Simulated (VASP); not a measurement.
# Ir (Immm) in VASP: notebook

Runs on Ir. Level: PBE. Tasks: single point.

Everything below comes from runs of VASP 6.6.1. Logs are shortened: lines on timing, memory, paths and dates and some standing lists are left out, and cuts for length are marked.

**1. The cell of the first run**

The structure is orthorhombic, space group Immm (No. 71). The conventional cell has a = 2.691 Å, b = 2.739 Å, c = 3.839 Å, α = 90.00°, β = 90.00°, γ = 90.00°. Within 3.5 Å of Ir (site symmetry mmm) lie 12 Ir at 2.69 to 2.74 Å.

**2. Single point, PBE (strain +0.0175 x Voigt [0, 0, 0, 0, 0, 1])**

The input, INCAR:

```
SYSTEM = Ir
ALGO = Fast
EDIFF = 1E-6
ENCUT = 520
GGA = PE
ISIF = 2
ISMEAR = 0
LASPH = .True.
LCHARG = .False.
LREAL = .False.
LWAVE = .False.
NBANDS = 10
NELM = 80
PREC = Accurate
SIGMA = 0.15
```

The input, KPOINTS:

```
k-points
0
Gamma
  22 22 22
  0 0 0
```

The input, POSCAR:

```
Ir
1.0
    0.0167973750      1.9197000000      1.9197000000
    1.9197000000      0.0167973750      1.9197000000
    1.9364973750      1.9364973750      0.0000000000
Ir
1
Direct
    0.0000000000      0.0000000000      0.0000000000
```

Potentials or basis: VASP PAW PBE potentials, release 64 (Ir).

Command:

```bash
$ cat potpaw_PBE.64/Ir/POTCAR > POTCAR
$ mpirun -np 1 vasp_std > vasp.out
```

OUTCAR:

```text
SYSTEM = Ir
   EDIFF = 1E-6
   ENCUT = 520
   GGA = PE
   ISIF = 2
   ISMEAR = 0
   LASPH = .True.
   LREAL = .False.
   NELM = 80
   PREC = Accurate

 ion  position               nearest neighbor table
   1  0.000  0.000  0.000-

  LATTYP: Found a body centered orthorhombic cell.
 ALAT       =     2.6911107002
 B/A-ratio  =     1.0176544767
 C/A-ratio  =     1.4266971625

  Lattice vectors:

 A1 = (   1.9197000000,   0.0167973750,  -1.9197000000)
 A2 = (  -1.9197000000,  -0.0167973750,  -1.9197000000)
 A3 = (   0.0167973750,   1.9197000000,   1.9197000000)

Analysis of symmetry for initial positions (statically):
=====================================================================
 Subroutine PRICEL returns:
 Original cell was already a primitive cell.

 Routine SETGRP: Setting up the symmetry group for a
 body centered orthorhombic supercell.

 Subroutine GETGRP returns: Found  8 space group operations
 (whereof  8 operations were pure point group operations)
 out of a pool of  8 trial point group operations.

The static configuration has the point symmetry D_2h.

Analysis of symmetry for dynamics (positions and initial velocities):
=====================================================================
 Subroutine PRICEL returns:
 Original cell was already a primitive cell.

 Routine SETGRP: Setting up the symmetry group for a
 body centered orthorhombic supercell.

 Subroutine GETGRP returns: Found  8 space group operations
 (whereof  8 operations were pure point group operations)
 out of a pool of  8 trial point group operations.

The dynamic configuration has the point symmetry D_2h.

 Subroutine INISYM returns: Found  8 space group operations
 (whereof  8 operations are pure point group operations),
 and found     1 'primitive' translations

----------------------------------------------------------------------------------------

                                     Primitive cell

  volume of cell :      14.1481

  direct lattice vectors                    reciprocal lattice vectors
     0.016797375  1.919700000  1.919700000    -0.262756482  0.262756482  0.260457363
     1.919700000  0.016797375  1.919700000     0.262756482 -0.262756482  0.260457363
     1.936497375  1.936497375  0.000000000     0.258198129  0.258198129 -0.260457363

  length of vectors
     2.714917739  2.714917739  2.738620851     0.453784063  0.453784063  0.448520441

  position of ions in fractional coordinates (direct lattice)
     0.000000000  0.000000000  0.000000000

  ion indices of the primitive-cell ions
   primitive index   ion index
                 1           1

----------------------------------------------------------------------------------------

 KPOINTS: k-points

Automatic generation of k-mesh.
 Grid dimensions read from file:
 generate k-points for:   22   22   22

 Generating k-lattice:

  Cartesian coordinates                     Fractional coordinates (reciprocal lattice)
    -0.011943476  0.011943476  0.011838971     0.045454545  0.000000000  0.000000000
     0.011943476 -0.011943476  0.011838971     0.000000000  0.045454545  0.000000000
     0.011736279  0.011736279 -0.011838971    -0.000000000 -0.000000000  0.045454545

  Length of vectors
     0.020626548  0.020626548  0.020387293

  Shift w.r.t. Gamma in fractional coordinates (k-lattice)
     0.000000000  0.000000000  0.000000000

 Subroutine IBZKPT returns following result:
 ===========================================

 Found   1530 irreducible k-points:

 Following reciprocal coordinates:
            Coordinates               Weight
  0.000000  0.000000  0.000000      1.000000
  0.045455 -0.000000  0.000000      4.000000
  0.090909 -0.000000  0.000000      4.000000
  0.136364 -0.000000  0.000000      4.000000
  0.181818 -0.000000  0.000000      4.000000
  0.227273  0.000000  0.000000      4.000000
[... 16 lines left out ...]
  0.500000  0.045455  0.000000      4.000000
 -0.454545  0.045455  0.000000      4.000000
 [... further k-points ...]
   k-points           NKPTS =   1530   k-points in BZ     NKDIM =   1530   number of bands    NBANDS=     10
   number of dos      NEDOS =    301   number of ions     NIONS =      1
   total plane-waves  NPLWV =   8000
   dimension x,y,z NGX =    20 NGY =   20 NGZ =   20
   dimension x,y,z NGXF=    40 NGYF=   40 NGZF=   40
   ions per type =               1
   NGX,Y,Z   is equivalent  to a cutoff of  12.25, 12.25, 12.14 a.u.
   NGXF,Y,Z  is equivalent  to a cutoff of  24.49, 24.49, 24.28 a.u.
 SYSTEM =  Ir
   PREC   = accura    normal or accurate (medium, high low for compatibility)
   ISTART =      0    job   : 0-new  1-cont  2-samecut
   ICHARG =      2    charge: 1-file 2-atom 10-const
   ISPIN  =      1    spin polarized calculation?
   LNONCOLLINEAR =      F non collinear calculations
   LSORBIT =      F    spin-orbit coupling
   LASPH  =      T    aspherical Exc in radial PAW
   ENCUT  =  520.0 eV  38.22 Ry    6.18 a.u.   5.05  5.05  5.09*2*pi/ulx,y,z
   NELM   =     80;   NELMIN=  2; NELMDL= -5     # of ELM steps
   EDIFF  = 0.1E-05   stopping-criterion for ELM
   LREAL  =      F    real-space projection
   EDIFFG = 0.1E-04   stopping-criterion for IOM
   NSW    =      0    number of steps for IOM
[... 5 lines left out ...]
   TEBEG  =    0.0;   TEEND  =   0.0 temperature during run
   PSTRESS=    0.0 pullay stress
   NELECT =       9.0000    total number of electrons
   NUPDOWN=      -1.0000    fix difference up-down
   EMIN   =  10.00;   EMAX   =-10.00  energy-range for DOS
   EFERMI =   0.00;   METHOD = LEGACY
   ISMEAR =     0;   SIGMA  =   0.15  broadening in eV -4-tet -1-fermi 0-gaus
   EFERMI_NEDOS =   21; number of points for ismear=-14 and -15
   IALGO  =     68    algorithm
   IMIX   =      4    mixing-type and parameters
     AMIX     =   0.40;   BMIX     =  1.00
     AMIX_MAG =   1.60;   BMIX_MAG =  1.00
  volume/ion in A,a.u.               =      14.15        95.48
  Fermi-wavevector in a.u.,A,eV,Ry     =   1.407959  2.660657 26.971495  1.982349
  Thomas-Fermi vector in A             =   2.530165
   LORBIT       =      0    0 simple, 1 ext, 2 COOP (PROOUT), +10 PAW based schemes
   GGA     = PE    functional components
   LHFCALC =     F    Hartree Fock is set to
   AEXX    =    0.0000 exact exchange contribution
   IVDW    =     0    specifies the selected vdW correction
   LEPSILON=     F    determine dielectric tensor
   LRPA    =     F    only Hartree local field effects (RPA)
 non-spin polarized calculation
 RMM-DIIS sequential band-by-band and
 Gauss-broadening in eV      SIGMA  =   0.15
  energy-cutoff  :      520.00
  volume of cell :       14.15
 maximum number of plane-waves:       392
   NGX = 11   NGY = 11   NGZ = 11

 number of electron       9.0000000 magnetization

 Free energy of the ion-electron system (eV)
  ---------------------------------------------------
  ext. energy  EPLUGINS =         0.00000000
  ---------------------------------------------------
  free energy    TOTEN  =        -8.83743002 eV

  energy without entropy =       -8.82507279  energy(sigma->0) =       -8.83125140

 E-fermi :  10.3785     XC(G=0): -13.9877

 val. band max:       10.3777960189   @ k =  -0.1364   0.3636   0.2273
 cond. band min:      10.3821098160   @ k =   0.3182   0.0455   0.1818
 fundamental gap:      0.0043137971
 Fermi energy:        10.3784841609

 k-point     1 :       0.0000    0.0000    0.0000
  band No.  band energies     occupation
      1      -0.7133      2.00000
      2       6.3864      2.00000
      3       6.5097      2.00000
      4       6.6581      2.00000
      5       9.2127      2.00000
      6       9.2151      2.00000
      7      24.7276      0.00000
      8      30.0374      0.00000
      9      30.3220      0.00000
     10      30.6043      0.00000

 k-point     2 :       0.0455   -0.0000    0.0000
  band No.  band energies     occupation
      1      -0.6195      2.00000
      2       6.4281      2.00000
      3       6.5095      2.00000
      4       6.6503      2.00000
      5       9.1822      2.00000
      6       9.1853      2.00000
      7      24.8929      0.00000
      8      29.9351      0.00000
      9      30.1942      0.00000
     10      30.5903      0.00000

 k-point     3 :       0.0909   -0.0000    0.0000
  band No.  band energies     occupation
      1      -0.3443      2.00000
      2       6.4022      2.00000
      3       6.5431      2.00000
      4       6.7393      2.00000
      5       9.1056      2.00000
      6       9.1103      2.00000
      7      25.3605      0.00000
      8      28.7980      0.00000
      9      30.6543      0.00000
     10      31.0159      0.00000

 k-point     4 :       0.1364   -0.0000    0.0000
  band No.  band energies     occupation
      1       0.0917      2.00000
      2       6.2174      2.00000
      3       6.6985      2.00000
      4       6.9046      2.00000
      5       9.0285      2.00000
      6       9.0351      2.00000
      7      26.0245      0.00000
      8      27.5425      0.00000
      9      31.3877      0.00000
     10      31.7216      0.00000
[... 222 lines left out ...]
 k-point    22 :       0.4545    0.0455    0.0000
  band No.  band energies     occupation
      1       2.4131      2.00000
      2       6.4113      2.00000
      3       6.4703      2.00000
      4       8.8089      2.00000
      5      11.1942      0.00000
      6      11.4270      0.00000
      7      18.5703      0.00000
      8      24.5829      0.00000
      9      29.9931      0.00000
     10      30.7246      0.00000

 k-point    23 :       0.5000    0.0455    0.0000
  band No.  band energies     occupation
      1       2.4055      2.00000
      2       6.3530      2.00000
      3       6.4325      2.00000
      4       9.2958      2.00000
      5      11.2644      0.00000
      6      11.8096      0.00000
      7      17.8215      0.00000
      8      24.3777      0.00000
      9      29.8327      0.00000
     10      30.1269      0.00000

 k-point    24 :      -0.4545    0.0455    0.0000
  band No.  band energies     occupation
      1       2.4082      2.00000
      2       6.3516      2.00000
      3       6.4554      2.00000
      4       9.1944      2.00000
      5      11.1225      0.00000
      6      11.8611      0.00000
      7      17.9787      0.00000
      8      24.4146      0.00000
      9      29.9773      0.00000
     10      30.1350      0.00000

 [... further k-points ...]

------------------------ aborting loop because EDIFF is reached ----------------------------------------

  FORCE on cell =-STRESS in cart. coord.  units (eV):
  Direction    XX          YY          ZZ          XY          YZ          ZX
  --------------------------------------------------------------------------------------
  -------------------------------------------------------------------------------------
  Total        0.8712417      0.8712417      0.8505416     -0.4329873      0.0000000      0.0000000
  in kB       98.6625608     98.6625608     96.3184153    -49.0330545      0.0000000      0.0000000
  external PRESSURE =      97.8811790 kB  Pullay stress =       0.0000000 kB

 VOLUME and BASIS-vectors are now :
 -----------------------------------------------------------------------------
  energy-cutoff  :      520.00
  volume of cell :       14.15
      direct lattice vectors                 reciprocal lattice vectors
     0.016797375  1.919700000  1.919700000    -0.262756482  0.262756482  0.260457363
     1.919700000  0.016797375  1.919700000     0.262756482 -0.262756482  0.260457363
     1.936497375  1.936497375  0.000000000     0.258198129  0.258198129 -0.260457363

 POSITION                                       TOTAL-FORCE (eV/Angst)
 -----------------------------------------------------------------------------------
      0.00000      0.00000      0.00000         0.000000     -0.000000      0.000000
 -----------------------------------------------------------------------------------
    total drift:                                0.000000     -0.000000     -0.000000

  FREE ENERGIE OF THE ION-ELECTRON SYSTEM (eV)
  ---------------------------------------------------
  free  energy   TOTEN  =        -8.8374300165 eV

  energy  without entropy=       -8.8250727873  energy(sigma->0) =       -8.83125140
```

It took 81 s on 1 thread of Intel Xeon 6975P-C (Granite Rapids), shared host; peak memory 0.33 GiB.

Results:

```
Free energy            : -8.8374 eV
Pressure               : 9.8 GPa
Band gap on the k mesh : zero (an odd number of electrons rules out a gap without spin polarisation)
```

Stress tensor (GPa, compression positive):
```
 9.87 -4.90  0.00
-4.90  9.87  0.00
 0.00  0.00  9.63
```

Levels at points of the mesh, in eV from the Fermi level:
```
           k point  band 1  band 2  band 3  band 4  band 5  band 6  band 7  band 8
(0.00, 0.00, 0.00)  -11.09   -3.99   -3.87   -3.72   -1.17   -1.16   14.35   19.66
(0.50, 0.00, 0.00)   -8.05   -4.10   -3.87   -0.64    0.88    1.02    7.43   13.82
(0.50, 0.50, 0.00)   -7.89   -7.31    0.89    1.50    1.51    1.73   10.54   11.40
(0.00, 0.00, 0.50)   -8.09   -4.06   -3.83   -0.82    0.82    0.97    7.16   13.97
(0.50, 0.00, 0.50)   -7.89   -7.31    0.88    1.50    1.52    1.73   10.55   11.74
```

Caveat: the cell differs from its parent crystal (strain +0.0175 x Voigt [0, 0, 0, 0, 0, 1]); the cell stands under pressure; spin-orbit coupling is left out, which moves the levels of the heavy elements.

**3. Single point, PBE (strain +0.0125 x Voigt [0, 0, 0, 0, 0, 1])**

The input, INCAR:

```
SYSTEM = Ir
  PREC = Accurate
  ENCUT = 520
  EDIFF = 1E-6
  ISMEAR = 0
  SIGMA = 0.15
  LREAL = .FALSE.
  LASPH = .TRUE.
  NELM = 100
  ALGO = Fast
  ISIF = 2
  LWAVE = .FALSE.
  LCHARG = .FALSE.
  GGA = PE
  NBANDS = 10
```

The input, KPOINTS:

```
Automatic mesh
0
G
  22 22 22
  0 0 0
```

The input, POSCAR:

```
Ir
1.0
    0.0119981250      1.9197000000      1.9197000000
    1.9197000000      0.0119981250      1.9197000000
    1.9316981250      1.9316981250      0.0000000000
Ir
1
Direct
    0.0000000000      0.0000000000      0.0000000000
```

Potentials or basis: VASP PAW PBE potentials, release 64 (Ir).

Command:

```bash
$ cat potpaw_PBE.64/Ir/POTCAR > POTCAR
$ mpirun -np 1 vasp_std > vasp.out
```

It took 80 s on 1 thread of Intel Xeon 6975P-C (Granite Rapids), shared host; peak memory 0.33 GiB.

Results (log left out):

```
Free energy            : -8.8393 eV
Pressure               : 9.7 GPa
Band gap on the k mesh : zero (an odd number of electrons rules out a gap without spin polarisation)
```

Stress tensor (GPa, compression positive):
```
 9.75 -3.50  0.00
-3.50  9.75  0.00
 0.00  0.00  9.63
```

Levels at points of the mesh, in eV from the Fermi level:
```
           k point  band 1  band 2  band 3  band 4  band 5  band 6  band 7  band 8
(0.00, 0.00, 0.00)  -11.09   -3.95   -3.86   -3.76   -1.17   -1.17   14.35   19.74
(0.50, 0.00, 0.00)   -8.06   -4.06   -3.89   -0.67    0.89    0.99    7.39   13.84
(0.50, 0.50, 0.00)   -7.89   -7.31    0.89    1.50    1.51    1.73   10.54   11.50
(0.00, 0.00, 0.50)   -8.09   -4.03   -3.86   -0.80    0.85    0.96    7.20   13.95
(0.50, 0.00, 0.50)   -7.89   -7.31    0.88    1.50    1.51    1.73   10.54   11.74
```

Caveat: the cell differs from its parent crystal (strain +0.0125 x Voigt [0, 0, 0, 0, 0, 1]); the cell stands under pressure; spin-orbit coupling is left out, which moves the levels of the heavy elements.

[end of part 1 of 2]
